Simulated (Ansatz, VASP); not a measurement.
# Two plane-wave programs on GaCo

The input INCAR:

```
SYSTEM = GaCo
PREC = Accurate
ENCUT = 690
EDIFF = 1E-6
ISMEAR = -1
SIGMA = 0.05
LREAL = .FALSE.
LASPH = .TRUE.
NELM = 200
ALGO = Normal
ISIF = 2
LWAVE = .FALSE.
LCHARG = .TRUE.
ISPIN = 2
MAGMOM = 0 4
LORBIT = 11
NUPDOWN = 4.0
LMAXMIX = 4
GGA = PE
LELF = .TRUE.
LVHAR = .TRUE.
NBANDS = 26
GGA_COMPAT = .FALSE.
```

Contents of KPOINTS:

```
regular mesh
0
G
  8 8 8
  0 0 0
```

POSCAR

```
GaCo
1.0
    2.8780000000      0.0000000000      0.0000000000
    0.0000000000      2.8780000000      0.0000000000
    0.0000000000      0.0000000000      2.8780000000
Ga Co
1 1
Direct
    0.5000000000      0.5000000000      0.5000000000
    0.0000000000      0.0000000000      0.0000000000
```

The input input.yaml:

```yaml
crystal:
  lattice:
    - [2.878, 0.0, 0.0]
    - [0.0, 2.878, 0.0]
    - [0.0, 0.0, 2.878]
  atoms:
    - { symbol: Ga, position: [0.5, 0.5, 0.5] }
    - { symbol: Co, position: [0.0, 0.0, 0.0], spin: 4.0 }
hamiltonian:
  xc: pbe
  pseudopotentials: { kind: paw }
magnetization:
  spin_polarized: true
  initial_magnetization: 4.0
  spin_locking: { lock_magnetization: hard }
kpoints:
  mp_grid: { grid: [8, 8, 8] }
scf:
  occupations: { method: fermi_dirac, width: 0.05 }
  lower_state_search: "off"
output:
  forces: true
  stress: true
  eigenvalues: true
```

Alike in both runs: task single point; functional PBE; k mesh 8 × 8 × 8; occupations fermi-dirac, width 0.05 eV; collinear spin; fixed moment 4 μB.

|  | VASP | Ansatz |
| --- | --- | --- |
| version | VASP 6.6.1 | Ansatz 0.2.0 |
| potentials or method | VASP PAW PBE potentials, release 64 (Ga_d, Co_sv) | Ansatz PAW |
| plane-wave cutoff (eV) | 690 | 420 |
| valence electrons in the cell | 30 | 30 |

|  | VASP | Ansatz | Ansatz less VASP |
| --- | --- | --- | --- |
| net moment per atom (μB) | 2.00 | 2.00 | 0.000 |
| size of the moment on the site where the two differ most (μB) | 0.61 | 0.44 | -0.175 |

Site moments also hang on the region over which each program counts them.
